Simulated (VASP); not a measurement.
Write the native input for VASP 6.6.1 that does the following.

```
Task                   : single point
Functional             : PBEsol
Potentials or basis    : VASP PAW PBE potentials, release 64 (Al, Cu)
Cutoff                 : 520 eV
k mesh                 : 12 × 12 × 12
Occupations            : gaussian, width 0.1 eV
Spin                   : no spin polarisation
Dipole correction      : no
Further INCAR settings : ALGO = Fast; EDIFF = 1e-07; NBANDS = 26
```

The structure of AlCu3 lies in POSCAR:

```
AlCu3
1.0
    0.0000000000      2.9400234610      2.9400234610
    2.9400234610      0.0000000000      2.9400234610
    2.9400234610      2.9400234610      0.0000000000
Al Cu
1 3
Direct
    0.0000000000      0.0000000000      0.0000000000
    0.5000000000      0.5000000000      0.5000000000
    0.2500000000      0.2500000000      0.2500000000
    0.7500000000      0.7500000000      0.7500000000
```

These files were run (other wordings do the same):

INCAR

```
  PREC = Accurate
  ENCUT = 520
  EDIFF = 1E-7
  ISMEAR = 0
  SIGMA = 0.1
  LREAL = F
  LASPH = T
  NELM = 80
  ALGO = Fast
  ISIF = 2
  LWAVE = F
  LCHARG = F
  GGA = PS
  NBANDS = 26
```

KPOINTS

```
regular mesh
0
Gamma
  12 12 12
```

Potentials or basis: VASP PAW PBE potentials, release 64 (Al, Cu).

The run is started by

```console
$ cat potpaw_PBE.64/Al/POTCAR potpaw_PBE.64/Cu/POTCAR > POTCAR
$ mpirun -np 1 vasp_std > vasp.out
```

Results of the run:

```json
{
 "Pressure": "-7.2 GPa",
 "Band gap on the k mesh": "zero (bands 18 and 19 overlap by 5.68 eV)"
}
```

Caveat: the cell stands under tension; the PAW data sets were made with another functional, which shifts forces and pressure a little.

Wall time 66 s on 1 thread of Intel(R) Xeon(R) Platinum 8488C (Sapphire Rapids), on a shared host, peak memory 0.22 GiB.
